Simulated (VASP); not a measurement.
# GaN (F-43m) in VASP: a series of runs, part 2 of 2

VASP 6.6.1. The steps go on from the part before.

## Step 3: Single point, PBEsol

This run uses another cell than the first one, of 11.32 Å³/atom.

Input file INCAR:

```
SYSTEM = GaN
PREC     = Accurate       ! precision mode
ENCUT    = 520            ! plane-wave cutoff, eV
EDIFF    = 1E-6           ! SCF threshold, eV
ISMEAR   = 0              ! smearing method
SIGMA    = 0.01           ! smearing width, eV
LREAL    = .FALSE.        ! projectors in reciprocal space
LASPH    = .TRUE.         ! aspherical terms in the spheres
NELM     = 100            ! most SCF steps
ALGO     = Normal         ! electronic algorithm
ISIF     = 2              ! what is computed and relaxed
LWAVE    = .FALSE.        ! write WAVECAR
LCHARG   = .TRUE.         ! write CHGCAR
GGA      = PS             ! functional
LELF     = .TRUE.         ! ELF
LVHAR    = .TRUE.       
NBANDS   = 16             ! bands
```

Input file KPOINTS:

```
regular mesh
0
G
  10 10 10
  0 0 0
```

Input file POSCAR:

```
GaN
1.0
    0.0000000000      2.2451919159      2.2451919159
    2.2451919159      0.0000000000      2.2451919159
    2.2451919159      2.2451919159      0.0000000000
Ga N
1 1
Direct
    0.0000000000      0.0000000000      0.0000000000
    0.2500000000      0.2500000000      0.2500000000
```

Potentials or basis: VASP PAW PBE potentials, release 64 (Ga_d, N).

The run is started by

```console
cat potpaw_PBE.64/Ga_d/POTCAR potpaw_PBE.64/N/POTCAR > POTCAR
mpirun -np 1 vasp_std > vasp.out
```

OUTCAR:

```text
SYSTEM = GaN
   PREC = Accurate
   ENCUT = 520
   EDIFF = 1E-6
   ISMEAR = 0
   LREAL = .FALSE.
   LASPH = .TRUE.
   NELM = 100
   ISIF = 2
   GGA = PS

 ion  position               nearest neighbor table
   1  0.000  0.000  0.000-   2 1.94   2 1.94   2 1.94   2 1.94
   2  0.250  0.250  0.250-   1 1.94   1 1.94   1 1.94   1 1.94

  LATTYP: Found a face centered cubic cell.
 ALAT       =     4.4903838318

  Lattice vectors:

 A1 = (   0.0000000000,   2.2451919159,   2.2451919159)
 A2 = (   2.2451919159,   0.0000000000,   2.2451919159)
 A3 = (   2.2451919159,   2.2451919159,   0.0000000000)
[... 624 lines left out ...]
      4      -7.9071      2.00000
      5      -7.7428      2.00000
      6      -6.9046      2.00000
[... 8 lines left out ...]
     15      27.6452      0.00000
     16      27.7248      0.00000

 [... further k-points ...]
[... 5 lines left out ...]
  --------------------------------------------------------------------------------------
  -------------------------------------------------------------------------------------
  Total        0.1078590      0.1078590      0.1078590      0.0000000     -0.0000000      0.0000000
  in kB        7.6344275      7.6344275      7.6344275      0.0000000     -0.0000000      0.0000000
  external PRESSURE =       7.6344275 kB  Pullay stress =       0.0000000 kB

 VOLUME and BASIS-vectors are now :
 -----------------------------------------------------------------------------
  energy-cutoff  :      520.00
  volume of cell :       22.64
      direct lattice vectors                 reciprocal lattice vectors
     0.000000000  2.245191916  2.245191916    -0.222698112  0.222698112  0.222698112
     2.245191916  0.000000000  2.245191916     0.222698112 -0.222698112  0.222698112
     2.245191916  2.245191916  0.000000000     0.222698112  0.222698112 -0.222698112

 POSITION                                       TOTAL-FORCE (eV/Angst)
 -----------------------------------------------------------------------------------
      0.00000      0.00000      0.00000        -0.000000     -0.000000     -0.000000
      1.12260      1.12260      1.12260         0.000000      0.000000      0.000000
 -----------------------------------------------------------------------------------
    total drift:                                0.000001      0.000001      0.000001

  FREE ENERGIE OF THE ION-ELECTRON SYSTEM (eV)
  ---------------------------------------------------
  free  energy   TOTEN  =       -13.1222352534 eV

  energy  without entropy=      -13.1222352534  energy(sigma->0) =      -13.12223525
```

OSZICAR:

```text
N       E                     dE             d eps       ncg     rms          rms(c)
DAV:   1     0.784670899399E+02    0.78467E+02   -0.93361E+03  1704   0.205E+03
DAV:   2    -0.952041659779E+01   -0.87988E+02   -0.81912E+02  1776   0.319E+02
DAV:   3    -0.148880130401E+02   -0.53676E+01   -0.53502E+01  1704   0.681E+01
DAV:   4    -0.149471141377E+02   -0.59101E-01   -0.59098E-01  1936   0.760E+00
DAV:   5    -0.149479404732E+02   -0.82634E-03   -0.82633E-03  1736   0.816E-01    0.724E+00
DAV:   6    -0.131530234442E+02    0.17949E+01   -0.42421E+00  2264   0.396E+01    0.265E+00
DAV:   7    -0.131421459699E+02    0.10877E-01   -0.27367E-01  1584   0.571E+00    0.171E+00
DAV:   8    -0.131255302691E+02    0.16616E-01   -0.51886E-02  1936   0.260E+00    0.702E-01
DAV:   9    -0.131221478775E+02    0.33824E-02   -0.11663E-02  2160   0.230E+00    0.173E-01
DAV:  10    -0.131222762018E+02   -0.12832E-03   -0.11984E-03  1824   0.464E-01    0.876E-02
DAV:  11    -0.131222334431E+02    0.42759E-04   -0.13747E-04  2288   0.181E-01    0.439E-03
DAV:  12    -0.131222353181E+02   -0.18751E-05   -0.13219E-05  1672   0.388E-02    0.381E-03
DAV:  13    -0.131222352534E+02    0.64767E-07   -0.30867E-07  1192   0.103E-02
   1 F= -.13122235E+02 E0= -.13122235E+02  d E =-.910360-107
```

stdout:

```text
POSCAR found type information on POSCAR GaN
 POSCAR found :  2 types and       2 ions
 scaLAPACK will be used
 -----------------------------------------------------------------------------
|                                                                             |
|                                                                             |
|     You enforced a specific xc type in the INCAR file but a different       |
|     I HOPE YOU KNOW WHAT YOU ARE DOING!                                     |
|                                                                             |
 -----------------------------------------------------------------------------

 LDA part: xc-table for (Slater+PW92), standard interpolation
 POSCAR, INCAR and KPOINTS ok, starting setup
 FFT: planning ... GRIDC
 FFT: planning ... GRID_SOFT
 FFT: planning ... GRID
 WAVECAR not read
 entering main loop
```

Run time: 13 s. Hardware: 1 thread of Intel Xeon 8259CL, shared host; peak memory 0.15 GiB.

Results:

- Free energy: -13.1222 eV
- Pressure: 0.8 GPa
- Band gap on the k mesh: 1.75 eV

Levels at points of the mesh, in eV from the valence-band top:
```tsv
k point	band 7	band 8	band 9	band 10	band 11	band 12
(0.00, 0.00, 0.00)	0.00	0.00	0.00	1.75	10.27	10.27
(0.50, 0.00, 0.00)	-7.19	-0.99	-0.99	4.64	8.69	10.32
(0.50, 0.50, 0.00)	-6.23	-2.77	-2.77	3.23	6.63	11.65
```

Caveat: the PAW data sets were made with another functional, which shifts forces and pressure a little.
